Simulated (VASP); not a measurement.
# Ta in VASP: a series of runs

The runs below take Ta through single point, with PBEsol.

Everything below comes from runs of VASP 6.6.1. Logs are shortened: lines on timing, memory, paths and dates and some standing lists are left out, and cuts for length are marked.

## (1) The cell of the first run

The typed cell holds 2 atoms: a = 2.900 Å, b = 2.900 Å, c = 5.166 Å, α = 90.00°, β = 90.00°, γ = 120.00°.

## (2) Single point, PBEsol

INCAR reads:

```
PREC = Accurate
ENCUT = 520
EDIFF = 1E-6
ISMEAR = 1
SIGMA = 0.05
LREAL = False
LASPH = True
NELM = 100
ALGO = Normal
ISIF = 2
LWAVE = False
LCHARG = False
GGA = PS
NBANDS = 18
```

KPOINTS reads:

```
regular mesh
0
Gamma
  8 8 4
```

POSCAR reads:

```
Ta
1.0
    2.9003720726      0.0000000000      0.0000000000
   -1.4501860363      2.5117958953      0.0000000000
    0.0000000000      0.0000000000      5.1662740000
Ta
2
Direct
    0.3303170000      0.6724740000      0.2428560000
    0.6626000000      0.3249700000      0.7592610000
```

Potentials or basis: VASP PAW PBE potentials, release 64 (Ta_pv).

The run is started by

```console
> cat potpaw_PBE.64/Ta_pv/POTCAR > POTCAR
> mpirun -np 1 vasp_std > vasp.out
```

OUTCAR:

```text
PREC = Accurate
   ENCUT = 520
   EDIFF = 1E-6
   ISMEAR = 1
   LREAL = False
   LASPH = True
   NELM = 100
   ISIF = 2
   GGA = PS

 ion  position               nearest neighbor table
   1  0.330  0.672  0.243-   2 2.99   2 3.01   2 3.03   2 3.13   2 3.15   2 3.17
   2  0.663  0.325  0.759-   1 2.99   1 3.01   1 3.03   1 3.13   1 3.15   1 3.17

  LATTYP: Found a hexagonal cell.
 ALAT       =     2.9003720726
 C/A-ratio  =     1.7812452577

  Lattice vectors:

 A1 = (   2.9003720726,   0.0000000000,   0.0000000000)
 A2 = (  -1.4501860363,   2.5117958953,   0.0000000000)
 A3 = (   0.0000000000,   0.0000000000,   5.1662740000)

Analysis of symmetry for initial positions (statically):
=====================================================================
 Subroutine PRICEL returns:
 Original cell was already a primitive cell.

 Routine SETGRP: Setting up the symmetry group for a
 hexagonal supercell.

 Subroutine GETGRP returns: Found  2 space group operations
 (whereof  1 operations were pure point group operations)
 out of a pool of 24 trial point group operations.

The static configuration has the point symmetry C_1 .
 The point group associated with its full space group is S_2 .

Analysis of symmetry for dynamics (positions and initial velocities):
=====================================================================
 Subroutine PRICEL returns:
 Original cell was already a primitive cell.

 Routine SETGRP: Setting up the symmetry group for a
 hexagonal supercell.

 Subroutine GETGRP returns: Found  2 space group operations
 (whereof  1 operations were pure point group operations)
 out of a pool of 24 trial point group operations.

The dynamic configuration has the point symmetry C_1 .
 The point group associated with its full space group is S_2 .

 Subroutine INISYM returns: Found  2 space group operations
 (whereof  1 operations are pure point group operations),
 and found     1 'primitive' translations

----------------------------------------------------------------------------------------

                                     Primitive cell

  volume of cell :      37.6370

  direct lattice vectors                    reciprocal lattice vectors
     2.900372073  0.000000000  0.000000000     0.344783350  0.199060760  0.000000000
    -1.450186036  2.511795895  0.000000000     0.000000000  0.398121520  0.000000000
     0.000000000  0.000000000  5.166274000     0.000000000  0.000000000  0.193563098

[... 82 lines left out ...]
   NELM   =    100;   NELMIN=  2; NELMDL= -5     # of ELM steps
   EDIFF  = 0.1E-05   stopping-criterion for ELM
   LREAL  =      F    real-space projection
   EDIFFG = 0.1E-04   stopping-criterion for IOM
   NSW    =      0    number of steps for IOM
   IBRION =     -1    ionic relax: 0-MD 1-quasi-New 2-CG
   NFREE  =      0    steps in history (QN), initial steepest desc. (CG)
   ISIF   =      2    stress and relaxation
   ISYM   =      2    0-nonsym 1-usesym 2-fastsym
   POTIM  = 0.5000    time-step for ionic-motion
   TEBEG  =    0.0;   TEEND  =   0.0 temperature during run
   PSTRESS=    0.0 pullay stress
   NELECT =      22.0000    total number of electrons
   NUPDOWN=      -1.0000    fix difference up-down
   EMIN   =  10.00;   EMAX   =-10.00  energy-range for DOS
   EFERMI =   0.00;   METHOD = LEGACY
   ISMEAR =     1;   SIGMA  =   0.05  broadening in eV -4-tet -1-fermi 0-gaus
   EFERMI_NEDOS =   21; number of points for ismear=-14 and -15
   IALGO  =     38    algorithm
   IMIX   =      4    mixing-type and parameters
     AMIX     =   0.40;   BMIX     =  1.00
     AMIX_MAG =   1.60;   BMIX_MAG =  1.00
  volume/ion in A,a.u.               =      18.82       126.99
  Fermi-wavevector in a.u.,A,eV,Ry     =   1.368812  2.586680 25.492516  1.873647
  Thomas-Fermi vector in A             =   2.494743
   LORBIT       =      0    0 simple, 1 ext, 2 COOP (PROOUT), +10 PAW based schemes
   GGA     = PS    functional components
   LHFCALC =     F    Hartree Fock is set to
   AEXX    =    0.0000 exact exchange contribution
   IVDW    =     0    specifies the selected vdW correction
   LEPSILON=     F    determine dielectric tensor
   LRPA    =     F    only Hartree local field effects (RPA)
 non-spin polarized calculation
 Methfessel and Paxton  Order N= 1 SIGMA  =   0.05
  energy-cutoff  :      520.00
  volume of cell :       37.64
 maximum number of plane-waves:      1039
 NGX is ok and might be reduce to    24
   NGX = 11   NGY = 11   NGZ = 19

 number of electron      21.9999999 magnetization

 Free energy of the ion-electron system (eV)
  ---------------------------------------------------
  ext. energy  EPLUGINS =         0.00000000
  ---------------------------------------------------
  free energy    TOTEN  =       -24.46907938 eV

  energy without entropy =      -24.46953654  energy(sigma->0) =      -24.46923177

 E-fermi :   5.3399     XC(G=0): -12.4900

 val. band max:        5.3343045114   @ k =   0.1250  -0.1250   0.2500
 cond. band min:       5.3536124481   @ k =   0.0000  -0.1250   0.2500
 fundamental gap:      0.0193079367
 Fermi energy:         5.3399387074

 k-point     1 :       0.0000    0.0000    0.0000
  band No.  band energies     occupation
      1     -29.1240      2.00000
      2     -28.2942      2.00000
      3     -28.2039      2.00000
      4     -28.1997      2.00000
      5     -28.1221      2.00000
      6     -28.1102      2.00000
[... 481 lines left out ...]
      5     -28.4372      2.00000
      6     -28.4109      2.00000
[... 10 lines left out ...]
     17      12.7718      0.00000
     18      14.5793      0.00000

 [... further k-points ...]

------------------------ aborting loop because EDIFF is reached ----------------------------------------

  FORCE on cell =-STRESS in cart. coord.  units (eV):
  Direction    XX          YY          ZZ          XY          YZ          ZX
  --------------------------------------------------------------------------------------
  -------------------------------------------------------------------------------------
  Total       -1.6469070     -1.3855793     -1.5993850      0.0549649      0.0135456     -0.0085921
  in kB      -70.1074490    -58.9829475    -68.0844749      2.3398086      0.5766258     -0.3657589
  external PRESSURE =     -65.7249571 kB  Pullay stress =       0.0000000 kB

 VOLUME and BASIS-vectors are now :
 -----------------------------------------------------------------------------
  energy-cutoff  :      520.00
  volume of cell :       37.64
      direct lattice vectors                 reciprocal lattice vectors
     2.900372073  0.000000000  0.000000000     0.344783350  0.199060760  0.000000000
    -1.450186036  2.511795895  0.000000000     0.000000000  0.398121520  0.000000000
     0.000000000  0.000000000  5.166274000     0.000000000  0.000000000  0.193563098

 POSITION                                       TOTAL-FORCE (eV/Angst)
 -----------------------------------------------------------------------------------
     -0.01717      1.68912      1.25466         0.008215      0.023794      0.896252
      1.45052      0.81626      3.92255        -0.008215     -0.023794     -0.896252
 -----------------------------------------------------------------------------------
    total drift:                                0.000005      0.000002     -0.000003

  FREE ENERGIE OF THE ION-ELECTRON SYSTEM (eV)
  ---------------------------------------------------
  free  energy   TOTEN  =       -24.4690793825 eV

  energy  without entropy=      -24.4695365353  energy(sigma->0) =      -24.46923177
```

OSZICAR:

```text
N       E                     dE             d eps       ncg     rms          rms(c)
DAV:   1     0.170086470747E+03    0.17009E+03   -0.12837E+04  4760   0.126E+03
DAV:   2    -0.212353456184E+02   -0.19132E+03   -0.18826E+03  5820   0.356E+02
DAV:   3    -0.254736201530E+02   -0.42383E+01   -0.41522E+01  5672   0.498E+01
DAV:   4    -0.255057954408E+02   -0.32175E-01   -0.32128E-01  5392   0.453E+00
DAV:   5    -0.255060294138E+02   -0.23397E-03   -0.23395E-03  5378   0.375E-01    0.181E+01
DAV:   6    -0.247204808389E+02    0.78555E+00   -0.85644E-01  5334   0.785E+00    0.864E+00
DAV:   7    -0.244732891717E+02    0.24719E+00   -0.70810E-01  5598   0.675E+00    0.490E-01
DAV:   8    -0.244696883313E+02    0.36008E-02   -0.65825E-03  5444   0.702E-01    0.229E-01
DAV:   9    -0.244690895307E+02    0.59880E-03   -0.73640E-04  5988   0.240E-01    0.514E-02
DAV:  10    -0.244690787141E+02    0.10817E-04   -0.40203E-05  5494   0.500E-02    0.119E-02
DAV:  11    -0.244690798151E+02   -0.11010E-05   -0.19462E-06  4650   0.106E-02    0.332E-03
DAV:  12    -0.244690793825E+02    0.43264E-06   -0.19745E-07  2496   0.331E-03
   1 F= -.24469079E+02 E0= -.24469232E+02  d E =0.457153E-03
```

Wall time 74 s (1 thread of AMD EPYC 9R45 (Zen 5), shared host); peak memory 0.17 GiB.

What came out:

```yaml
Free_energy: -24.4691 eV
Pressure: -6.6 GPa
Largest_force: 0.897 eV/Å
Band_gap_on_the_k_mesh: zero (band 11 reaches 6.92 eV, above the bottom of band 12 at 4.72 eV)
```

Forces in eV/Å, atoms in the order of the input:
```
Ta   0.008  0.024  0.896
Ta  -0.008 -0.024 -0.896
```

Caveat: the PAW data sets were made with another functional, which shifts forces and pressure a little; spin-orbit coupling is left out, which moves the levels of the heavy elements.

(Continued in part 2 of 2.)
